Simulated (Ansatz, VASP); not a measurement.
**CaO: VASP beside Ansatz**

Contents of POSCAR:

```
CaO
1.0
    0.0000000000      2.4488404200      2.4488404200
    2.4488404200      0.0000000000      2.4488404200
    2.4488404200      2.4488404200      0.0000000000
Ca O
1 1
Direct
    0.0000000000      0.0000000000      0.0000000000
    0.5000000000      0.5000000000      0.5000000000
```

The input INCAR.step1:

```
SYSTEM = CaO
ALGO     = Normal         ! electronic algorithm
EDIFF    = 1E-4           ! SCF threshold, eV
ENCUT    = 520            ! plane-wave cutoff, eV
GGA      = PE             ! functional
ISMEAR   = -1             ! smearing method
LASPH    = .True.         ! aspherical terms in the spheres
LCHARG   = .False.        ! write CHGCAR
LREAL    = .False.        ! projectors in reciprocal space
LWAVE    = .True.         ! write WAVECAR
NBANDS   = 15             ! bands
NELM     = 80             ! most SCF steps
PREC     = Accurate       ! precision mode
SIGMA    = 0.1026         ! smearing width, eV
```

File INCAR.step2:

```
SYSTEM = CaO
ALGO     = Normal         ! electronic algorithm
EDIFF    = 1E-6           ! SCF threshold, eV
ENCUT    = 520            ! plane-wave cutoff, eV
ISIF     = 2              ! what is computed and relaxed
ISMEAR   = -1             ! smearing method
ISTART   = 1            
LASPH    = .True.         ! aspherical terms in the spheres
LCHARG   = .True.         ! write CHGCAR
LELF     = .True.         ! ELF
LMIXTAU  = .True.       
LREAL    = .False.        ! projectors in reciprocal space
LVHAR    = .True.       
LWAVE    = .False.        ! write WAVECAR
METAGGA  = R2SCAN         ! meta-GGA
NBANDS   = 15             ! bands
NELM     = 80             ! most SCF steps
PREC     = Accurate       ! precision mode
SIGMA    = 0.1026         ! smearing width, eV
```

Contents of KPOINTS:

```
k-points
0
Gamma
  9 9 9
  0 0 0
```

Input for Ansatz:

```yaml
crystal:
  lattice:
    - [0.0, 2.44884042, 2.44884042]
    - [2.44884042, 0.0, 2.44884042]
    - [2.44884042, 2.44884042, 0.0]
  atoms:
    - { symbol: Ca, position: [0.0, 0.0, 0.0] }
    - { symbol: O, position: [0.5, 0.5, 0.5] }
  symmetry: { tolerance: 0.0003 }
kpoints:
  mp_grid: { grid: [9, 9, 9], shift: [0, 0, 0] }
  band_path:
    path:
      - [0.375, 0.375, 0.75]
      - [0.0, 0.0, 0.0]
      - [0.5, 0.5, 0.5]
      - [0.5, 0.25, 0.75]
      - [0.5, 0.0, 0.5]
    npoints: 13
magnetization:
  spin_polarized: false
scf:
  occupations: { method: fermi_dirac, width: 0.1026 }
  lower_state_search: "off"
  max_iter: 200
hamiltonian:
  pseudopotentials: { kind: paw }
  xc: r2scan
basis:
  ecutwfc: 500
  fft_grid_basis: typed
output:
  forces: true
  stress: true
  eigenvalues: true
  bader: true
  populations: true
  elf: true
  write_potential: true
  volumetric_format: npy
  dos:
    e_range: [-12, 8]
    de: 0.05
    projected: { site_lists: { Ca: [Ca], O: [O] } }
checkpoint:
  read: saved_state
```

Alike in both runs: task single point; functional r2SCAN; k mesh 9 × 9 × 9; occupations fermi-dirac, width 0.1026 eV; no spin polarisation.

|  | VASP | Ansatz |
| --- | --- | --- |
| version | VASP 6.6.1 | Ansatz 0.2.0 |
| potentials or method | VASP PAW PBE potentials, release 64 (Ca_sv, O), cutoff 520 eV | PAW plane waves |
| valence electrons in the cell | 16 | 16 |

|  | VASP | Ansatz | Ansatz less VASP |
| --- | --- | --- | --- |
| gap on the k mesh at the Fermi level (eV) | 4.25 | 4.26 | +0.008 |
| pressure (GPa) | -5.7 | -6.5 | -0.78 |

VASP's potentials were made for PBE, not for r2SCAN. With one functional, cell and mesh, what is left measures potentials, basis and numerics.
